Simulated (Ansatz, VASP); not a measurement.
One calculation of Mg, two programs

```xyz
1
Lattice="-1.8395 1.8434 1.7113 1.8145 -1.8532 1.6946 1.8453 1.8590 -1.7220" Properties=species:S:1:pos:R:3 pbc="T T T"
Mg    0.0000    0.0000    0.0000
```

Alike in both runs: task single point; functional PBE; k mesh 2 × 2 × 2; no spin polarisation.

|  | VASP | Ansatz |
| --- | --- | --- |
| version | VASP 6.6.1 | Ansatz 0.2.0 |
| potentials or method | VASP PAW PBE potentials, release 64 (Mg) | scalar-relativistic, plane waves, PAW |
| plane-wave cutoff (eV) | 520 | 420 |
| occupations | methfessel-paxton of order 1, width 0.07 eV | cold, width 0.07 eV |
| valence electrons in the cell | 2 | 10 |

|  | VASP | Ansatz | Ansatz less VASP |
| --- | --- | --- | --- |
| gap on the k mesh at the Fermi level (eV) | none | none | - |
| pressure (GPa) | 1.7 | 1.8 | +0.03 |
| traceless stress, the component that is largest in VASP (GPa) | -7.70 | -7.19 | +0.513 |

A gap of «none» marks a metal or a gap that the smearing closes. VASP's potentials hold 2 valence electrons a cell and Ansatz's 10, so a difference there can come from the potentials and not from the codes. Ansatz's warnings: optics on partly filled bands.

The k mesh is coarse, so the values compare programs but aren't converged.
